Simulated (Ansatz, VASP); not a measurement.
# One calculation of BAs, two programs

File INCAR:

```
SYSTEM = BAs
PREC = Accurate
ENCUT = 520
EDIFF = 1E-7
ISMEAR = 0
SIGMA = 0.024
LREAL = .False.
LASPH = .True.
NELM = 60
ALGO = Fast
ISIF = 2
LWAVE = .False.
LCHARG = .True.
GGA = PE
LELF = .True.
LVHAR = .True.
NBANDS = 11
```

Contents of KPOINTS:

```
regular mesh
0
Gamma
  10 10 10
  0 0 0
```

POSCAR

```
BAs
1.0
    0.0000000000      2.3885000000      2.3885000000
    2.3885000000      0.0000000000      2.3885000000
    2.3885000000      2.3885000000      0.0000000000
As B
1 1
Direct
    0.7500000000      0.7500000000      0.7500000000
    0.0000000000      0.0000000000      0.0000000000
```

Contents of input.yaml:

```yaml
crystal:
  lattice:
    - [0.0, 2.3885, 2.3885]
    - [2.3885, 0.0, 2.3885]
    - [2.3885, 2.3885, 0.0]
  atoms:
    - { symbol: As, position: [0.75, 0.75, 0.75] }
    - { symbol: B, position: [0.0, 0.0, 0.0] }
hamiltonian:
  xc: pbe
  pseudopotentials: { kind: paw }
kpoints:
  mp_grid: { grid: [10, 10, 10] }
scf:
  occupations: { method: gaussian, width: 0.024 }
output:
  forces: true
  stress: true
  eigenvalues: true
```

Alike in both runs: task single point; functional PBE; k mesh 10 × 10 × 10; occupations gaussian, width 0.024 eV; no spin polarisation.

|  | VASP | Ansatz |
| --- | --- | --- |
| version | VASP 6.6.1 | Ansatz 0.2.0 |
| potentials or method | VASP PAW PBE potentials, release 64 (As, B) | Ansatz PAW |
| plane-wave cutoff (eV) | 520 | 420 |
| valence electrons in the cell | 8 | 18 |

|  | VASP | Ansatz | Ansatz less VASP |
| --- | --- | --- | --- |
| gap on the k mesh at the Fermi level (eV) | 1.18 | 1.18 | +0.009 |
| least direct gap on the mesh (eV) | 3.28 | 3.28 | +0.004 |
| pressure (GPa) | 3.4 | 2.8 | -0.66 |

With one functional, cell and mesh, what is left measures potentials, basis and numerics. VASP's potentials hold 8 valence electrons a cell and Ansatz's 18, so a difference there can come from the potentials and not from the codes.
